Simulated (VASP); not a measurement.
# PbO (P4/nmm) in VASP: settings compared

PbO is run at these levels: PBE, r2SCAN; tasks: single point.

Everything below comes from runs of VASP 6.6.1. Logs are shortened: lines on timing, memory, paths and dates and some standing lists are left out, and cuts for length are marked.

### Step 1. The cell of the first run

The structure is tetragonal, space group P4/nmm (No. 129). Conventional cell: a = 3.980 Å, b = 3.980 Å, c = 5.001 Å, α = 90.00°, β = 90.00°, γ = 90.00°. Within 3.1 Å of Pb (site symmetry 4mm) lie 4 O at 2.32 Å. O (site symmetry -4m2) has 4 Pb at 2.32 Å and 4 O at 2.81 Å within 3.1 Å.

### Step 2. Single point, PBE

INCAR reads:

```
SYSTEM = PbO
PREC = Accurate
ENCUT = 520
EDIFF = 1E-6
ISMEAR = 0
SIGMA = 0.01
LREAL = .FALSE.
LASPH = .TRUE.
NELM = 100
ALGO = Normal
ISIF = 2
LWAVE = .FALSE.
LCHARG = .FALSE.
GGA = PE
NBANDS = 28
```

KPOINTS reads:

```
Automatic mesh
0
G
  6 6 6
  0 0 0
```

POSCAR reads:

```
PbO
1.0
    3.9804039011      0.0000000000      0.0000000000
    0.0000000000      3.9804039011      0.0000000000
    0.0000000000      0.0000000000      5.0009129851
Pb O
2 2
Direct
    0.0000000000      0.5000000000      0.2366325612
    0.5000000000      0.0000000000      0.7633674388
    0.0000000000      0.0000000000      0.0000000000
    0.5000000000      0.5000000000      0.0000000000
```

Potentials or basis: VASP PAW PBE potentials, release 64 (Pb_d, O).

The run is started by

```sh
> cat potpaw_PBE.64/Pb_d/POTCAR potpaw_PBE.64/O/POTCAR > POTCAR
> mpirun -np 1 vasp_std > vasp.out
```

OUTCAR:

```text
SYSTEM = PbO
   PREC = Accurate
   ENCUT = 520
   EDIFF = 1E-6
   ISMEAR = 0
   LREAL = .FALSE.
   LASPH = .TRUE.
   NELM = 100
   ISIF = 2
   GGA = PE

 ion  position               nearest neighbor table
   1  0.000  0.500  0.237-   3 2.32   4 2.32   3 2.32   4 2.32   2 3.68   2 3.68   2 3.68   2 3.68
                             2 3.85   2 3.85   2 3.85   2 3.85
   2  0.500  0.000  0.763-   3 2.32   4 2.32   4 2.32   3 2.32   1 3.68   1 3.68   1 3.68   1 3.68
                             1 3.85   1 3.85   1 3.85   1 3.85
   3  0.000  0.000  0.000-   1 2.32   2 2.32   1 2.32   2 2.32
   4  0.500  0.500  0.000-   1 2.32   2 2.32   2 2.32   1 2.32

  LATTYP: Found a simple tetragonal cell.
 ALAT       =     3.9804039011
 C/A-ratio  =     1.2563832991

  Lattice vectors:

 A1 = (   3.9804039011,   0.0000000000,   0.0000000000)
 A2 = (   0.0000000000,   3.9804039011,   0.0000000000)
 A3 = (   0.0000000000,   0.0000000000,   5.0009129851)

Analysis of symmetry for initial positions (statically):
=====================================================================
 Subroutine PRICEL returns:
 Original cell was already a primitive cell.

 Routine SETGRP: Setting up the symmetry group for a
 simple tetragonal supercell.

 Subroutine GETGRP returns: Found 16 space group operations
 (whereof  8 operations were pure point group operations)
 out of a pool of 16 trial point group operations.

The static configuration has the point symmetry D_2d.
 The point group associated with its full space group is D_4h.

Analysis of symmetry for dynamics (positions and initial velocities):
=====================================================================
 Subroutine PRICEL returns:
 Original cell was already a primitive cell.

 Routine SETGRP: Setting up the symmetry group for a
 simple tetragonal supercell.

 Subroutine GETGRP returns: Found 16 space group operations
 (whereof  8 operations were pure point group operations)
 out of a pool of 16 trial point group operations.

The dynamic configuration has the point symmetry D_2d.
 The point group associated with its full space group is D_4h.

 Subroutine INISYM returns: Found 16 space group operations
 (whereof  8 operations are pure point group operations),
 and found     1 'primitive' translations

----------------------------------------------------------------------------------------

[... 95 lines left out ...]
   NELM   =    100;   NELMIN=  2; NELMDL= -5     # of ELM steps
   EDIFF  = 0.1E-05   stopping-criterion for ELM
   LREAL  =      F    real-space projection
   EDIFFG = 0.1E-04   stopping-criterion for IOM
   NSW    =      0    number of steps for IOM
   IBRION =     -1    ionic relax: 0-MD 1-quasi-New 2-CG
   NFREE  =      0    steps in history (QN), initial steepest desc. (CG)
   ISIF   =      2    stress and relaxation
   ISYM   =      2    0-nonsym 1-usesym 2-fastsym
   POTIM  = 0.5000    time-step for ionic-motion
   TEBEG  =    0.0;   TEEND  =   0.0 temperature during run
   PSTRESS=    0.0 pullay stress
   NELECT =      40.0000    total number of electrons
   NUPDOWN=      -1.0000    fix difference up-down
   EMIN   =  10.00;   EMAX   =-10.00  energy-range for DOS
   EFERMI =   0.00;   METHOD = LEGACY
   ISMEAR =     0;   SIGMA  =   0.01  broadening in eV -4-tet -1-fermi 0-gaus
   EFERMI_NEDOS =   21; number of points for ismear=-14 and -15
   IALGO  =     38    algorithm
   IMIX   =      4    mixing-type and parameters
     AMIX     =   0.40;   BMIX     =  1.00
     AMIX_MAG =   1.60;   BMIX_MAG =  1.00
  volume/ion in A,a.u.               =      19.81       133.67
  Fermi-wavevector in a.u.,A,eV,Ry     =   1.303548  2.463348 23.119522  1.699237
  Thomas-Fermi vector in A             =   2.434543
   LORBIT       =      0    0 simple, 1 ext, 2 COOP (PROOUT), +10 PAW based schemes
   GGA     = PE    functional components
   LHFCALC =     F    Hartree Fock is set to
   AEXX    =    0.0000 exact exchange contribution
   IVDW    =     0    specifies the selected vdW correction
   LEPSILON=     F    determine dielectric tensor
   LRPA    =     F    only Hartree local field effects (RPA)
 non-spin polarized calculation
 Gauss-broadening in eV      SIGMA  =   0.01
  energy-cutoff  :      520.00
  volume of cell :       79.23
 maximum number of plane-waves:      2178
 NGX is ok and might be reduce to    30
   NGX = 15   NGY = 15   NGZ = 19

 number of electron      39.9999997 magnetization

 Free energy of the ion-electron system (eV)
  ---------------------------------------------------
  ext. energy  EPLUGINS =         0.00000000
  ---------------------------------------------------
  free energy    TOTEN  =       -21.41668869 eV

  energy without entropy =      -21.41668869  energy(sigma->0) =      -21.41668869

 E-fermi :   5.2777     XC(G=0):  -9.8500

 val. band max:        5.1649810867   @ k =   0.0000   0.0000   0.0000
 cond. band min:       6.3966708326   @ k =   0.5000   0.5000   0.0000
 fundamental gap:      1.2316897459
 Fermi energy:         5.2777431431

 k-point     1 :       0.0000    0.0000    0.0000
  band No.  band energies     occupation
      1     -13.2407      2.00000
      2     -12.7049      2.00000
      3     -10.8524      2.00000
      4     -10.8524      2.00000
      5     -10.7911      2.00000
      6     -10.7686      2.00000
[... 733 lines left out ...]
     27      14.8766      0.00000
     28      14.8766      0.00000

 [... further k-points ...]

------------------------ aborting loop because EDIFF is reached ----------------------------------------

  FORCE on cell =-STRESS in cart. coord.  units (eV):
  Direction    XX          YY          ZZ          XY          YZ          ZX
  --------------------------------------------------------------------------------------
  -------------------------------------------------------------------------------------
  Total        2.4116035      2.4116035      1.9533825      0.0000000     -0.0000000      0.0000000
  in kB       48.7655254     48.7655254     39.4997451      0.0000000     -0.0000000      0.0000000
  external PRESSURE =      45.6769320 kB  Pullay stress =       0.0000000 kB

 VOLUME and BASIS-vectors are now :
 -----------------------------------------------------------------------------
  energy-cutoff  :      520.00
  volume of cell :       79.23
      direct lattice vectors                 reciprocal lattice vectors
     3.980403901  0.000000000  0.000000000     0.251230786  0.000000000  0.000000000
     0.000000000  3.980403901  0.000000000     0.000000000  0.251230786  0.000000000
     0.000000000  0.000000000  5.000912985     0.000000000  0.000000000  0.199963487

 POSITION                                       TOTAL-FORCE (eV/Angst)
 -----------------------------------------------------------------------------------
      0.00000      1.99020      1.18338         0.000000     -0.000000      0.400473
      1.99020      0.00000      3.81753         0.000000      0.000000     -0.400473
      0.00000      0.00000      0.00000         0.000000      0.000000     -0.000000
      1.99020      1.99020      0.00000        -0.000000     -0.000000     -0.000000
 -----------------------------------------------------------------------------------
    total drift:                                0.000000      0.000000      0.000000

  FREE ENERGIE OF THE ION-ELECTRON SYSTEM (eV)
  ---------------------------------------------------
  free  energy   TOTEN  =       -21.4166886857 eV

  energy  without entropy=      -21.4166886857  energy(sigma->0) =      -21.41668869
```

OSZICAR:

```text
N       E                     dE             d eps       ncg     rms          rms(c)
DAV:   1     0.466817462534E+03    0.46682E+03   -0.19572E+04  2240   0.170E+03
DAV:   2     0.375277563476E+02   -0.42929E+03   -0.41153E+03  2288   0.455E+02
DAV:   3    -0.230592220086E+02   -0.60587E+02   -0.58994E+02  2792   0.183E+02
DAV:   4    -0.259545349969E+02   -0.28953E+01   -0.28831E+01  2608   0.416E+01
DAV:   5    -0.260411400855E+02   -0.86605E-01   -0.86597E-01  2608   0.774E+00    0.124E+01
DAV:   6    -0.215913331747E+02    0.44498E+01   -0.24006E+01  3280   0.395E+01    0.530E+00
DAV:   7    -0.214444678248E+02    0.14687E+00   -0.28093E+00  2744   0.119E+01    0.248E+00
DAV:   8    -0.214259344602E+02    0.18533E-01   -0.49493E-01  2432   0.467E+00    0.807E-01
DAV:   9    -0.214155535769E+02    0.10381E-01   -0.58567E-02  3636   0.199E+00    0.258E-01
DAV:  10    -0.214169413569E+02   -0.13878E-02   -0.11556E-02  2588   0.745E-01    0.967E-02
DAV:  11    -0.214167270842E+02    0.21427E-03   -0.22454E-03  3580   0.384E-01    0.612E-02
DAV:  12    -0.214166950360E+02    0.32048E-04   -0.26607E-04  3124   0.152E-01    0.269E-02
DAV:  13    -0.214166900776E+02    0.49584E-05   -0.64045E-05  2676   0.531E-02    0.663E-03
DAV:  14    -0.214166888690E+02    0.12085E-05   -0.42938E-06  2376   0.254E-02    0.118E-03
DAV:  15    -0.214166886857E+02    0.18331E-06   -0.51221E-07  1236   0.567E-03
   1 F= -.21416689E+02 E0= -.21416689E+02  d E =-.156749E-59
```

Wall time 2.1 min (1 thread of Intel Xeon 8259CL, shared host); peak memory 0.22 GiB.

What came out:

| Property | Result |
| --- | --- |
| Free energy | -21.4167 eV |
| Pressure | 4.6 GPa |
| Largest force | 0.400 eV/Å |
| Band gap on the k mesh | 1.23 eV (least direct gap 2.28 eV) |

Forces in eV/Å, atoms in the order of the input:
```
Pb   0.000  0.000  0.400
Pb   0.000  0.000 -0.400
O    0.000  0.000  0.000
O    0.000  0.000  0.000
```

Caveat: the cell stands under pressure; spin-orbit coupling is left out, which moves the levels of the heavy elements. A k mesh can miss the band edges.

### Step 3. Single point, r2SCAN

POSCAR is that of step 2.

INCAR.step1 reads:

```
SYSTEM = PbO
PREC = Accurate
ENCUT = 520
ISMEAR = 0
SIGMA = 0.01
LREAL = .FALSE.
LASPH = .TRUE.
NELM = 80
NBANDS = 28
GGA = PE
ALGO = Normal
EDIFF = 1E-4
LWAVE = .TRUE.
LCHARG = .FALSE.
```

INCAR.step2 reads:

```
SYSTEM = PbO
PREC = Accurate
ENCUT = 520
EDIFF = 1E-7
ISMEAR = 0
SIGMA = 0.01
LREAL = .FALSE.
LASPH = .TRUE.
NELM = 80
ALGO = Normal
ISIF = 2
LWAVE = .FALSE.
LCHARG = .TRUE.
METAGGA = R2SCAN
LMIXTAU = .TRUE.
LELF = .TRUE.
LVHAR = .TRUE.
NBANDS = 28
ISTART = 1
```

KPOINTS reads:

```
regular mesh
0
G
  6 6 6
  0 0 0
```

Potentials or basis: VASP PAW PBE potentials, release 64 (Pb_d, O).

The run is started by

```sh
> cat potpaw_PBE.64/Pb_d/POTCAR potpaw_PBE.64/O/POTCAR > POTCAR
> cp INCAR.step1 INCAR
> mpirun -np 1 vasp_std > vasp.out
> cp INCAR.step2 INCAR
> mpirun -np 1 vasp_std > vasp.out
```

OUTCAR:

```text
SYSTEM = PbO
   PREC = Accurate
   ENCUT = 520
   EDIFF = 1E-7
   ISMEAR = 0
   LREAL = .FALSE.
   LASPH = .TRUE.
   NELM = 80
   ISIF = 2
   METAGGA = R2SCAN
   ISTART = 1

 ion  position               nearest neighbor table
   1  0.000  0.500  0.237-   3 2.32   4 2.32   3 2.32   4 2.32   2 3.68   2 3.68   2 3.68   2 3.68
                             2 3.85   2 3.85   2 3.85   2 3.85
   2  0.500  0.000  0.763-   3 2.32   4 2.32   4 2.32   3 2.32   1 3.68   1 3.68   1 3.68   1 3.68
                             1 3.85   1 3.85   1 3.85   1 3.85
   3  0.000  0.000  0.000-   1 2.32   2 2.32   1 2.32   2 2.32
   4  0.500  0.500  0.000-   1 2.32   2 2.32   2 2.32   1 2.32

  LATTYP: Found a simple tetragonal cell.
 ALAT       =     3.9804039011
 C/A-ratio  =     1.2563832991

  Lattice vectors:

 A1 = (   3.9804039011,   0.0000000000,   0.0000000000)
 A2 = (   0.0000000000,   3.9804039011,   0.0000000000)
 A3 = (   0.0000000000,   0.0000000000,   5.0009129851)

Analysis of symmetry for initial positions (statically):
=====================================================================
 Subroutine PRICEL returns:
 Original cell was already a primitive cell.

[... 179 lines left out ...]
 cond. band min:       6.4745978488   @ k =   0.5000   0.5000   0.0000
 fundamental gap:      1.5351259054
 Fermi energy:         5.0160153916

 k-point     1 :       0.0000    0.0000    0.0000
  band No.  band energies     occupation
      1     -14.5310      2.00000
      2     -13.9034      2.00000
      3     -11.6133      2.00000
      4     -11.6133      2.00000
      5     -11.5427      2.00000
      6     -11.5360      2.00000
[... 733 lines left out ...]
     27      15.1923      0.00000
     28      15.1923      0.00000

 [... further k-points ...]

------------------------ aborting loop because EDIFF is reached ----------------------------------------

  FORCE on cell =-STRESS in cart. coord.  units (eV):
  Direction    XX          YY          ZZ          XY          YZ          ZX
  --------------------------------------------------------------------------------------
  -------------------------------------------------------------------------------------
  Total        0.8665479      0.8665479      0.7965255      0.0000000     -0.0000000      0.0000000
  in kB       17.5226404     17.5226404     16.1067037      0.0000000     -0.0000000      0.0000000
  external PRESSURE =      17.0506615 kB  Pullay stress =       0.0000000 kB

 VOLUME and BASIS-vectors are now :
 -----------------------------------------------------------------------------
  energy-cutoff  :      520.00
  volume of cell :       79.23
      direct lattice vectors                 reciprocal lattice vectors
     3.980403901  0.000000000  0.000000000     0.251230786  0.000000000  0.000000000
     0.000000000  3.980403901  0.000000000     0.000000000  0.251230786  0.000000000
     0.000000000  0.000000000  5.000912985     0.000000000  0.000000000  0.199963487

 POSITION                                       TOTAL-FORCE (eV/Angst)
 -----------------------------------------------------------------------------------
      0.00000      1.99020      1.18338        -0.000000      0.000000      0.095323
      1.99020      0.00000      3.81753         0.000000      0.000000     -0.095323
      0.00000      0.00000      0.00000         0.000000      0.000000     -0.000000
      1.99020      1.99020      0.00000         0.000000     -0.000000     -0.000000
 -----------------------------------------------------------------------------------
    total drift:                                0.000000      0.000000      0.000000

  FREE ENERGIE OF THE ION-ELECTRON SYSTEM (eV)
  ---------------------------------------------------
  free  energy   TOTEN  =      -129.5003095624 eV

  energy  without entropy=     -129.5003095624  energy(sigma->0) =     -129.50030956
```

Run time: 9.4 min. Hardware: 1 thread of Intel Xeon 8259CL, shared host; peak memory 0.24 GiB.

Results:

```yaml
Free_energy: -129.5003 eV
Pressure: 1.7 GPa
Largest_force: 0.095 eV/Å
Band_gap_on_the_k_mesh: 1.54 eV (least direct gap 2.69 eV)
```

Forces on the atoms (eV/Å):
```
Pb   0.000  0.000  0.095
Pb   0.000  0.000 -0.095
O    0.000  0.000  0.000
O    0.000  0.000  0.000
```

Caveat: the PAW data sets were made with another functional, which shifts forces and pressure a little; spin-orbit coupling is left out, which moves the levels of the heavy elements. r2SCAN opens gaps a little over a GGA but as a rule still falls short of measured ones.
